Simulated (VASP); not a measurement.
# Rh (Fm-3m) in VASP: further runs

The runs below take Rh through single point, with HSE06.

Everything below comes from runs of VASP 6.6.1. Logs are shortened: lines on timing, memory, paths and dates and some standing lists are left out, and cuts for length are marked.

## (1) The cell of the first run

The structure is cubic, space group Fm-3m (No. 225). The conventional cell has a = 3.843 Å, b = 3.843 Å, c = 3.843 Å, α = 90.00°, β = 90.00°, γ = 90.00°. Within 3.6 Å of Rh (site symmetry m-3m) lie 12 Rh at 2.72 Å.

## (2) Single point, HSE06

Contents of POSCAR:

```
Rh
1.0
    0.0000000000      1.9213621730      1.9213621730
    1.9213621730      0.0000000000      1.9213621730
    1.9213621730      1.9213621730      0.0000000000
Rh
1
Direct
    0.0000000000      0.0000000000      0.0000000000
```

Contents of INCAR.step1:

```
SYSTEM = Rh
  ALGO = Normal
  EDIFF = 1E-5
  ENCUT = 520
  GGA = PE
  ISIF = 2
  ISMEAR = -1
  LASPH = .TRUE.
  LCHARG = .FALSE.
  LREAL = .FALSE.
  LWAVE = .TRUE.
  NBANDS = 14
  NELM = 60
  PREC = Accurate
  SIGMA = 0.1
```

Contents of INCAR.step2:

```
SYSTEM = Rh
  ALGO = Normal
  EDIFF = 1E-6
  ENCUT = 520
  GGA = PE
  HFSCREEN = 0.2079
  ISIF = 2
  ISMEAR = -1
  ISTART = 1
  LASPH = .TRUE.
  LCHARG = .FALSE.
  LHFCALC = .TRUE.
  LREAL = .FALSE.
  LWAVE = .FALSE.
  NBANDS = 14
  NELM = 60
  PREC = Accurate
  PRECFOCK = Normal
  SIGMA = 0.1
```

Contents of KPOINTS:

```
k-points
0
G
  6 6 6
  0 0 0
```

Potentials or basis: VASP PAW PBE potentials, release 64 (Rh_pv).

Launch:

```sh
cat potpaw_PBE.64/Rh_pv/POTCAR > POTCAR
cp INCAR.step1 INCAR
mpirun -np 1 vasp_std > vasp.out
cp INCAR.step2 INCAR
mpirun -np 1 vasp_std > vasp.out
```

OUTCAR:

```text
SYSTEM = Rh
   EDIFF = 1E-6
   ENCUT = 520
   GGA = PE
   HFSCREEN = 0.2079
   ISIF = 2
   ISMEAR = -1
   ISTART = 1
   LASPH = .TRUE.
   LHFCALC = .TRUE.
   LREAL = .FALSE.
   NELM = 60
   PREC = Accurate
   PRECFOCK = Normal

 ion  position               nearest neighbor table
   1  0.000  0.000  0.000-

  LATTYP: Found a face centered cubic cell.
 ALAT       =     3.8427243460

  Lattice vectors:

 A1 = (   0.0000000000,   1.9213621730,   1.9213621730)
 A2 = (   1.9213621730,   0.0000000000,   1.9213621730)
 A3 = (   1.9213621730,   1.9213621730,   0.0000000000)

Analysis of symmetry for initial positions (statically):
=====================================================================
 Subroutine PRICEL returns:
 Original cell was already a primitive cell.

 Routine SETGRP: Setting up the symmetry group for a
 face centered cubic supercell.

 Subroutine GETGRP returns: Found 48 space group operations
 (whereof 48 operations were pure point group operations)
 out of a pool of 48 trial point group operations.

The static configuration has the point symmetry O_h .

Analysis of symmetry for dynamics (positions and initial velocities):
=====================================================================
 Subroutine PRICEL returns:
 Original cell was already a primitive cell.

 Routine SETGRP: Setting up the symmetry group for a
 face centered cubic supercell.

 Subroutine GETGRP returns: Found 48 space group operations
 (whereof 48 operations were pure point group operations)
 out of a pool of 48 trial point group operations.

The dynamic configuration has the point symmetry O_h .

 Subroutine INISYM returns: Found 48 space group operations
 (whereof 48 operations are pure point group operations),
 and found     1 'primitive' translations

----------------------------------------------------------------------------------------

                                     Primitive cell

  volume of cell :      14.1859

  direct lattice vectors                    reciprocal lattice vectors
     0.000000000  1.921362173  1.921362173    -0.260232041  0.260232041  0.260232041
     1.921362173  0.000000000  1.921362173     0.260232041 -0.260232041  0.260232041
     1.921362173  1.921362173  0.000000000     0.260232041  0.260232041 -0.260232041

  length of vectors
     2.717216443  2.717216443  2.717216443     0.450735117  0.450735117  0.450735117

  position of ions in fractional coordinates (direct lattice)
     0.000000000  0.000000000  0.000000000

  ion indices of the primitive-cell ions
   primitive index   ion index
                 1           1

----------------------------------------------------------------------------------------

 KPOINTS: k-points

Automatic generation of k-mesh.
 Grid dimensions read from file:
 generate k-points for:    6    6    6

 Generating k-lattice:

  Cartesian coordinates                     Fractional coordinates (reciprocal lattice)
    -0.043372007  0.043372007  0.043372007     0.166666667  0.000000000  0.000000000
     0.043372007 -0.043372007  0.043372007     0.000000000  0.166666667  0.000000000
     0.043372007  0.043372007 -0.043372007     0.000000000  0.000000000  0.166666667

  Length of vectors
     0.075122519  0.075122519  0.075122519

  Shift w.r.t. Gamma in fractional coordinates (k-lattice)
     0.000000000  0.000000000  0.000000000

 Subroutine IBZKPT returns following result:
 ===========================================

 Found     16 irreducible k-points:

 Following reciprocal coordinates:
            Coordinates               Weight
  0.000000  0.000000  0.000000      1.000000
  0.166667  0.000000  0.000000      8.000000
  0.333333  0.000000  0.000000      8.000000
  0.500000  0.000000  0.000000      4.000000
  0.166667  0.166667  0.000000      6.000000
  0.333333  0.166667  0.000000     24.000000
[... 8 lines left out ...]
 -0.333333  0.333333  0.166667     24.000000
 -0.333333  0.500000  0.166667     12.000000
   k-points           NKPTS =     16   k-points in BZ     NKDIM =    216   number of bands    NBANDS=     14
   number of dos      NEDOS =    301   number of ions     NIONS =      1
   total plane-waves  NPLWV =   8000
   dimension x,y,z NGX =    20 NGY =   20 NGZ =   20
   dimension x,y,z NGXF=    40 NGYF=   40 NGZF=   40
   ions per type =               1
   NGX,Y,Z   is equivalent  to a cutoff of  12.24, 12.24, 12.24 a.u.
   NGXF,Y,Z  is equivalent  to a cutoff of  24.47, 24.47, 24.47 a.u.
 SYSTEM =  Rh
   PREC   = accura    normal or accurate (medium, high low for compatibility)
   ISTART =      1    job   : 0-new  1-cont  2-samecut
   ICHARG =      0    charge: 1-file 2-atom 10-const
   ISPIN  =      1    spin polarized calculation?
   LNONCOLLINEAR =      F non collinear calculations
   LSORBIT =      F    spin-orbit coupling
   LASPH  =      T    aspherical Exc in radial PAW
   ENCUT  =  520.0 eV  38.22 Ry    6.18 a.u.   5.05  5.05  5.05*2*pi/ulx,y,z
   NELM   =     60;   NELMIN=  2; NELMDL=  0     # of ELM steps
   EDIFF  = 0.1E-05   stopping-criterion for ELM
   LREAL  =      F    real-space projection
   EDIFFG = 0.1E-04   stopping-criterion for IOM
   NSW    =      0    number of steps for IOM
   IBRION =     -1    ionic relax: 0-MD 1-quasi-New 2-CG
   NFREE  =      0    steps in history (QN), initial steepest desc. (CG)
   ISIF   =      2    stress and relaxation
   ISYM   =      3    0-nonsym 1-usesym 2-fastsym
   POTIM  = 0.5000    time-step for ionic-motion
   TEBEG  =    0.0;   TEEND  =   0.0 temperature during run
   PSTRESS=    0.0 pullay stress
   NELECT =      15.0000    total number of electrons
   NUPDOWN=      -1.0000    fix difference up-down
   EMIN   =  10.00;   EMAX   =-10.00  energy-range for DOS
   EFERMI =   0.00;   METHOD = LEGACY
   ISMEAR =    -1;   SIGMA  =   0.10  broadening in eV -4-tet -1-fermi 0-gaus
   EFERMI_NEDOS =   21; number of points for ismear=-14 and -15
   IALGO  =     38    algorithm
   IMIX   =      1    mixing-type and parameters
     AMIX     =   0.40;   BMIX     =  1.00
     AMIX_MAG =   1.60;   BMIX_MAG =  1.00
  volume/ion in A,a.u.               =      14.19        95.73
  Fermi-wavevector in a.u.,A,eV,Ry     =   1.667833  3.151748 37.846897  2.781668
  Thomas-Fermi vector in A             =   2.753786
   LORBIT       =      0    0 simple, 1 ext, 2 COOP (PROOUT), +10 PAW based schemes
   GGA     = PE    functional components
   LHFCALC =     T    Hartree Fock is set to
   PRECFOCK=normal    Normal, Fast or Accurate (Low or Medium for compatibility)
   ENCUT4O =  -1.0   cutoff for four orbital integrals eV
   NKREDX  =     1    reduce k-point grid by
   NKREDY  =     1    reduce k-point grid by
   NKREDZ  =     1    reduce k-point grid by
   AEXX    =    0.2500 exact exchange contribution
   HFSCREEN=    0.2079 screening length (either q_TF or 0.3 A-1)
   HFSCREENC=   0.2079 screening length for correlation (either q_TF or 0.3 A-1)
   ENCUTFOCK=  -1.0 apply spherical cutoff to Coloumb kernel
   IVDW    =     0    specifies the selected vdW correction
   LEPSILON=     F    determine dielectric tensor
   LRPA    =     F    only Hartree local field effects (RPA)
 non-spin polarized calculation
  energy-cutoff  :      520.00
  volume of cell :       14.19
 maximum number of plane-waves:       392
  NGX = 16; NGY = 16; NGZ = 16

 number of electron      15.0000000 magnetization

 Free energy of the ion-electron system (eV)
  ---------------------------------------------------
  ext. energy  EPLUGINS =         0.00000000
  ---------------------------------------------------
  free energy    TOTEN  =        -8.35436062 eV

  energy without entropy =       -8.29501850  energy(sigma->0) =       -8.32468956

 E-fermi :  10.6937     XC(G=0): -11.2303

 val. band max:       10.6587511267   @ k =   0.3333   0.3333   0.0000
 cond. band min:      10.7984210108   @ k =   0.3333   0.1667   0.0000
 fundamental gap:      0.1396698841
 Fermi energy:        10.6937390724

 k-point     1 :       0.0000    0.0000    0.0000
  band No.  band energies     occupation
      1     -38.4347      2.00000
      2     -38.4347      2.00000
      3     -38.4347      2.00000
      4       2.4481      2.00000
      5       7.4117      2.00000
      6       7.4117      2.00000
      7       7.4117      2.00000
      8       9.3561      2.00000
      9       9.3561      2.00000
     10      28.1367      0.00000
     11      33.6516      0.00000
     12      33.6516      0.00000
     13      33.6516      0.00000
     14      36.6542      0.00000

 k-point     2 :       0.1667    0.0000    0.0000
  band No.  band energies     occupation
      1     -38.6365      2.00000
      2     -38.4650      2.00000
      3     -38.4650      2.00000
      4       3.5469      2.00000
      5       7.1167      2.00000
      6       7.7464      2.00000
      7       7.7464      2.00000
      8       9.3388      2.00000
      9       9.3388      2.00000
     10      29.3182      0.00000
     11      29.8440      0.00000
     12      35.1664      0.00000
     13      35.1664      0.00000
     14      36.6549      0.00000

 k-point     3 :       0.3333    0.0000    0.0000
  band No.  band energies     occupation
      1     -39.0308      2.00000
      2     -38.5238      2.00000
      3     -38.5238      2.00000
      4       4.4427      2.00000
      5       7.4619      2.00000
      6       7.4619      2.00000
      7       8.9344      2.00000
      8      10.5498      1.61673
      9      10.5498      1.61673
     10      24.3684      0.00000
     11      28.8196      0.00000
     12      35.7309      0.00000
     13      35.7309      0.00000
     14      36.6539      0.00000
[... 188 lines left out ...]
 k-point    15 :      -0.3333    0.3333    0.1667
  band No.  band energies     occupation
      1     -39.0500      2.00000
      2     -38.8569      2.00000
      3     -38.6651      2.00000
      4       5.6573      2.00000
      5       6.0321      2.00000
      6       7.2820      2.00000
      7       9.0136      2.00000
      8      11.4908      0.00069
      9      18.7769      0.00000
     10      20.3827      0.00000
     11      26.5271      0.00000
     12      26.8881      0.00000
     13      34.9145      0.00000
     14      36.6545      0.00000

 k-point    16 :      -0.3333    0.5000    0.1667
  band No.  band energies     occupation
      1     -39.0692      2.00000
      2     -38.8455      2.00000
      3     -38.7371      2.00000
      4       4.7758      2.00000
      5       5.4174      2.00000
      6       8.4727      2.00000
      7       9.7926      1.99976
      8      12.1450      0.00000
      9      18.9399      0.00000
     10      23.3704      0.00000
     11      23.4973      0.00000
     12      24.6093      0.00000
     13      36.4460      0.00000
     14      36.6531      0.00000

------------------------ aborting loop because EDIFF is reached ----------------------------------------

  FORCE on cell =-STRESS in cart. coord.  units (eV):
  Direction    XX          YY          ZZ          XY          YZ          ZX
  --------------------------------------------------------------------------------------
  -------------------------------------------------------------------------------------
  Total       -0.9311814     -0.9311814     -0.9311814      0.0000000      0.0000000      0.0000000
  in kB     -105.1688648   -105.1688648   -105.1688648      0.0000000      0.0000000      0.0000000
  external PRESSURE =    -105.1688648 kB  Pullay stress =       0.0000000 kB

 VOLUME and BASIS-vectors are now :
 -----------------------------------------------------------------------------
  energy-cutoff  :      520.00
  volume of cell :       14.19
      direct lattice vectors                 reciprocal lattice vectors
     0.000000000  1.921362173  1.921362173    -0.260232041  0.260232041  0.260232041
     1.921362173  0.000000000  1.921362173     0.260232041 -0.260232041  0.260232041
     1.921362173  1.921362173  0.000000000     0.260232041  0.260232041 -0.260232041

 POSITION                                       TOTAL-FORCE (eV/Angst)
 -----------------------------------------------------------------------------------
      0.00000      0.00000      0.00000         0.000000      0.000000     -0.000000
 -----------------------------------------------------------------------------------
    total drift:                               -0.000012     -0.000042     -0.000042

  FREE ENERGIE OF THE ION-ELECTRON SYSTEM (eV)
  ---------------------------------------------------
  free  energy   TOTEN  =        -8.3543606183 eV

  energy  without entropy=       -8.2950184959  energy(sigma->0) =       -8.32468956
```

Wall time 30 min (1 thread of Intel Xeon 8259CL, shared host); peak memory 0.23 GiB.

What came out:

```yaml
Free_energy: -8.3544 eV
Pressure: -10.5 GPa
Band_gap_on_the_k_mesh: zero (an odd number of electrons rules out a gap without spin polarisation)
```

Levels at points of the mesh, in eV from the Fermi level:
| k point | band 4 | band 5 | band 6 | band 7 | band 8 | band 9 | band 10 | band 11 |
| --- | --- | --- | --- | --- | --- | --- | --- | --- |
| (0.00, 0.00, 0.00) | -8.25 | -3.28 | -3.28 | -3.28 | -1.34 | -1.34 | 17.44 | 22.96 |
| (0.50, 0.00, 0.00) | -6.47 | -3.54 | -3.54 | 0.83 | 0.83 | 1.23 | 9.77 | 16.91 |
| (0.50, 0.50, 0.00) | -6.85 | -6.34 | 0.41 | 1.42 | 1.42 | 3.93 | 13.41 | 14.56 |

Caveat: the k points lie up to 0.47 Å⁻¹ apart, too coarse for converged energies and pressures of a metal; the PAW data sets were made with another functional, which shifts forces and pressure a little.

## (3) Single point, HSE06

This run uses another cell than the first one, of 14.61 Å³/atom.

Contents of POSCAR:

```
Rh
1.0
    0.0000000000      1.9402002583      1.9402002583
    1.9402002583      0.0000000000      1.9402002583
    1.9402002583      1.9402002583      0.0000000000
Rh
1
Direct
    0.0000000000      0.0000000000      0.0000000000
```

Contents of INCAR.step1:

```
PREC     = Accurate       # precision mode
ENCUT    = 520            # plane-wave cutoff, eV
EDIFF    = 1E-5           # SCF threshold, eV
ISMEAR   = -1             # smearing method
SIGMA    = 0.1            # smearing width, eV
LREAL    = False          # projectors in reciprocal space
LASPH    = True           # aspherical terms in the spheres
NELM     = 60             # most SCF steps
ALGO     = Normal         # electronic algorithm
ISIF     = 2              # what is computed and relaxed
LWAVE    = True           # write WAVECAR
GGA      = PE             # functional
NBANDS   = 14             # bands
```

Contents of INCAR.step2:

```
PREC     = Accurate       # precision mode
ENCUT    = 520            # plane-wave cutoff, eV
EDIFF    = 1E-6           # SCF threshold, eV
ISMEAR   = -1             # smearing method
SIGMA    = 0.1            # smearing width, eV
LREAL    = False          # projectors in reciprocal space
LASPH    = True           # aspherical terms in the spheres
NELM     = 60             # most SCF steps
ALGO     = Normal         # electronic algorithm
ISIF     = 2              # what is computed and relaxed
LWAVE    = False          # write WAVECAR
LCHARG   = True           # write CHGCAR
GGA      = PE             # functional
LHFCALC  = True           # exact exchange
HFSCREEN = 0.2079         # screening, 1/A
PRECFOCK = Normal       
LELF     = True           # ELF
LVHAR    = True         
ISTART   = 1            
NBANDS   = 14             # bands
```

Contents of KPOINTS:

```
Automatic mesh
0
Gamma
  6 6 6
```

Potentials or basis: VASP PAW PBE potentials, release 64 (Rh_pv).

Launch:

```sh
cat potpaw_PBE.64/Rh_pv/POTCAR > POTCAR
cp INCAR.step1 INCAR
mpirun -np 1 vasp_std > vasp.out
cp INCAR.step2 INCAR
mpirun -np 1 vasp_std > vasp.out
```

It took 27 min on 1 thread of Intel Xeon 8259CL, shared host; peak memory 0.24 GiB.

It converged, with:

* Free energy: -8.3189 eV
* Pressure: -16.6 GPa
* Band gap on the k mesh: zero (an odd number of electrons rules out a gap without spin polarisation)

Levels at points of the mesh, in eV from the Fermi level:
```
           k point  band 4  band 5  band 6  band 7  band 8  band 9  band 10  band 11
(0.00, 0.00, 0.00)   -8.02   -3.14   -3.14   -3.14   -1.31   -1.31    17.43    22.78
(0.50, 0.00, 0.00)   -6.23   -3.40   -3.40    0.79    0.79    1.27     9.47    16.89
(0.50, 0.50, 0.00)   -6.58   -6.08    0.35    1.37    1.37    3.89    13.03    14.38
```

Caveat: the k points lie up to 0.47 Å⁻¹ apart, too coarse for converged energies and pressures of a metal; the PAW data sets were made with another functional, which shifts forces and pressure a little.

## (4) Single point, HSE06

This run uses another cell than the first one, of 14.61 Å³/atom.

POSCAR is that of step 3.

Contents of INCAR.step1:

```
SYSTEM = Rh
ALGO = Normal ; EDIFF = 1E-5
ENCUT = 520 ; GGA = PE
ISIF = 2 ; ISMEAR = -1
LASPH = .True. ; LCHARG = .False.
LREAL = .False. ; LWAVE = .True.
NBANDS = 14 ; NELM = 80
PREC = Accurate ; SIGMA = 0.1
```

Contents of INCAR.step2:

```
SYSTEM = Rh
ALGO = Normal ; EDIFF = 1E-6
ENCUT = 520 ; GGA = PE
HFSCREEN = 0.2079 ; ISIF = 2
ISMEAR = -1 ; ISTART = 1
LASPH = .True. ; LCHARG = .False.
LHFCALC = .True. ; LREAL = .False.
LWAVE = .False. ; NBANDS = 14
NELM = 80 ; PREC = Accurate
PRECFOCK = Normal ; SIGMA = 0.1
```

Contents of KPOINTS:

```
k-points
0
Gamma
  6 6 6
  0 0 0
```

Launch:

```sh
cat potpaw_PBE.64/Rh_pv/POTCAR > POTCAR
cp INCAR.step1 INCAR
mpirun -np 1 vasp_std > vasp.out
cp INCAR.step2 INCAR
mpirun -np 1 vasp_std > vasp.out
```

It took 24 min on 1 thread of Intel Xeon 8259CL, shared host; peak memory 0.23 GiB.

Results (log left out):

| Quantity | Value |
| --- | --- |
| Free energy | -8.3189 eV |
| Pressure | -16.6 GPa |
| Band gap on the k mesh | zero (an odd number of electrons rules out a gap without spin polarisation) |

Levels at points of the mesh, in eV from the Fermi level:
| k point | band 5 | band 6 | band 7 | band 8 | band 9 | band 10 |
| --- | --- | --- | --- | --- | --- | --- |
| (0.00, 0.00, 0.00) | -3.14 | -3.14 | -3.14 | -1.31 | -1.31 | 17.43 |
| (0.50, 0.00, 0.00) | -3.40 | -3.40 | 0.79 | 0.79 | 1.27 | 9.47 |
| (0.50, 0.50, 0.00) | -6.08 | 0.35 | 1.37 | 1.37 | 3.89 | 13.03 |

Caveat: the k points lie up to 0.47 Å⁻¹ apart, too coarse for converged energies and pressures of a metal; the PAW data sets were made with another functional, which shifts forces and pressure a little.
